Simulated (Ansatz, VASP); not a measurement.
# MgO: VASP beside Ansatz

The input INCAR:

```
SYSTEM = MgO
PREC     = Accurate       ! precision mode
ENCUT    = 520            ! plane-wave cutoff, eV
EDIFF    = 1E-6           ! SCF threshold, eV
ISMEAR   = -1             ! smearing method
SIGMA    = 0.02           ! smearing width, eV
LREAL    = .FALSE.        ! projectors in reciprocal space
LASPH    = .TRUE.         ! aspherical terms in the spheres
NELM     = 80             ! most SCF steps
ALGO     = Normal         ! electronic algorithm
ISIF     = 2              ! what is computed and relaxed
LWAVE    = .FALSE.        ! write WAVECAR
LCHARG   = .FALSE.        ! write CHGCAR
GGA      = PE             ! functional
NBANDS   = 11             ! bands
```

Contents of KPOINTS:

```
regular mesh
0
G
  10 10 10
  0 0 0
```

POSCAR

```
MgO
1.0
   -0.0559818621      2.1092505758      2.1092505758
    2.1092505758     -0.0559818621      2.1092505758
    2.1092505758      2.1092505758     -0.0559818621
Mg O
1 1
Direct
    0.0000000000      0.0000000000      0.0000000000
    0.5000000000      0.5000000000      0.5000000000
```

Input for Ansatz:

```yaml
crystal:
  lattice:
    - [-0.0559818621, 2.1092505758, 2.1092505758]
    - [2.1092505758, -0.0559818621, 2.1092505758]
    - [2.1092505758, 2.1092505758, -0.0559818621]
  atoms:
    - { symbol: Mg, position: [0.0, 0.0, 0.0] }
    - { symbol: O, position: [0.5, 0.5, 0.5] }
kpoints:
  mp_grid: { grid: [10, 10, 10] }
  band_path:
    path:
      - [0.0, 0.0, 0.0]
      - [0.5, 0.0, 0.5]
      - [0.625, 0.25, 0.625]
      - [0.375, 0.375, 0.75]
      - [0.5, 0.5, 0.5]
      - [0.5, 0.25, 0.75]
      - [-0.002604, 0.0, 0.0]
    npoints: 1
hamiltonian:
  xc: pbe
scf:
  occupations: { method: fermi_dirac, width: 0.02 }
  n_extra_bands: 4
output:
  forces: true
  stress: true
  eigenvalues: true
```

Change from the starting cell: epitaxial_111 strain +3.0%.

Alike in both runs: task single point; functional PBE; k mesh 10 × 10 × 10; occupations fermi-dirac, width 0.02 eV; no spin polarisation.

```csv
,VASP,Ansatz
version,VASP 6.6.1,Ansatz 0.2.0
potentials or method,"VASP PAW PBE potentials, release 64 (Mg, O)","plane waves, PAW"
plane-wave cutoff (eV),520,420
valence electrons in the cell,8,16
```

```tsv
	VASP	Ansatz	Ansatz less VASP
gap on the k mesh at the Fermi level (eV)	4.11	4.13	+0.019
pressure (GPa)	-2.8	-2.0	+0.75
traceless stress, the component that is largest in VASP (GPa)	3.48	3.45	-0.028
```

VASP's potentials hold 8 valence electrons a cell and Ansatz's 16, so a difference there can come from the potentials and not from the codes.
